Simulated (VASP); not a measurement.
Si, 2 atoms in the cell. It takes space group R-3m (No. 166, trigonal). Conventional cell: a = 3.839 Å, b = 3.839 Å, c = 9.403 Å, α = 90.00°, β = 90.00°, γ = 120.00°. Si (site symmetry 3m) has 4 Si at 1.93 to 2.52 Å within 2.6 Å.  This cell differs from its parent crystal: shortest bond scaled by 0.82.

* Program: VASP 6.6.1
* Task: electric field gradients
* Functional: PBE
* Potentials or basis: VASP PAW PBE potentials, release 64 (Si)
* Cutoff: 520 eV
* k mesh: 10 × 10 × 10
* Occupations: fermi-dirac, width 0.05 eV
* Spin: no spin polarisation
* Dipole correction: no
* Further INCAR settings: ALGO = Normal; EDIFF = 1e-08; NBANDS = 11

Potentials or basis: VASP PAW PBE potentials, release 64 (Si).

The run is started by

```console
$ cat potpaw_PBE.64/Si/POTCAR > POTCAR
$ mpirun -np 1 vasp_std > vasp.out
```

Hardware: 1 thread of AMD EPYC 7R13, with other jobs on the host.

**Question.** How long does it take, and how much memory?

**Answer.** It took 100 s on 1 thread of AMD EPYC 7R13 (shared host), peak memory 0.15 GiB. Counts: scf iterations 15, k points 116.
